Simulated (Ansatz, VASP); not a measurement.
# CO2 in VASP and in Ansatz

The input INCAR:

```
PREC = Accurate
ENCUT = 600
EDIFF = 1E-6
ISMEAR = 0
SIGMA = 0.02
LREAL = False
LASPH = True
NELM = 80
ALGO = Normal
ISIF = 3
LWAVE = False
LCHARG = False
GGA = PE
IVDW = 12
IBRION = 2
NSW = 100
EDIFFG = -0.005
```

File KPOINTS:

```
Automatic mesh
0
Gamma
  6 6 4
```

File POSCAR:

```
CO2
1.0
    2.7955698866     -2.5133409243      0.0000000000
    2.7955698866      2.5133409243      0.0000000000
    0.0000000000      0.0000000000      6.7430432422
C O
2 4
Direct
    0.0000000000      0.0000000000      0.0000000000
    0.5000000000      0.5000000000      0.5000000000
    0.8132776039      0.1867223961      0.8966186661
    0.1867223961      0.8132776039      0.1033813339
    0.6867223961      0.3132776039      0.3966186661
    0.3132776039      0.6867223961      0.6033813339
```

Input for Ansatz:

```yaml
crystal:
  lattice:
    - [2.7955698866, -2.5133409243, 0.0]
    - [2.7955698866, 2.5133409243, 0.0]
    - [0.0, 0.0, 6.7430432422]
  atoms:
    - { symbol: C, position: [0.0, 0.0, 0.0] }
    - { symbol: C, position: [0.5, 0.5, 0.5] }
    - { symbol: O, position: [0.8132776039, 0.1867223961, 0.8966186661] }
    - { symbol: O, position: [0.1867223961, 0.8132776039, 0.1033813339] }
    - { symbol: O, position: [0.6867223961, 0.3132776039, 0.3966186661] }
    - { symbol: O, position: [0.3132776039, 0.6867223961, 0.6033813339] }
basis:
  ecutwfc: 420
kpoints:
  mp_grid: { grid: [6, 6, 4] }
hamiltonian:
  xc: pbe
  dispersion: d3bj
scf:
  occupations: { method: gaussian, width: 0.02 }
output:
  forces: true
  stress: true
  eigenvalues: true
relax:
  adjacent_minimum: "off"
  f_tol: 0.005
  max_steps: 80
  cell: { stress_tol: 0.05 }
```

Alike in both runs: task relaxation of cell and atoms; functional PBE; dispersion D3(BJ); k mesh 6 × 6 × 4; occupations gaussian, width 0.02 eV; no spin polarisation.

|  | VASP | Ansatz |
| --- | --- | --- |
| version | VASP 6.6.1 | Ansatz 0.2.0 |
| potentials or method | VASP PAW PBE potentials, release 64 (C, O), cutoff 600 eV | scalar-relativistic, plane waves, PAW |
| valence electrons in the cell | 32 | 32 |

```csv
,VASP,Ansatz,Ansatz less VASP
"gap on the k mesh at the Fermi level, each at its own relaxed structure (eV)",6.49,6.53,+0.045
relaxed volume (Å³/atom),14.86,15.79,+0.935
relaxed length of the cell vector where the two differ most in proportion (Å),6.584,6.743,+0.1590
```

One of these differences is far larger than is usual between the two programs; its cause wasn't traced.

Noted on VASP's run: the standard files for N, O and F lose accuracy on very short bonds.
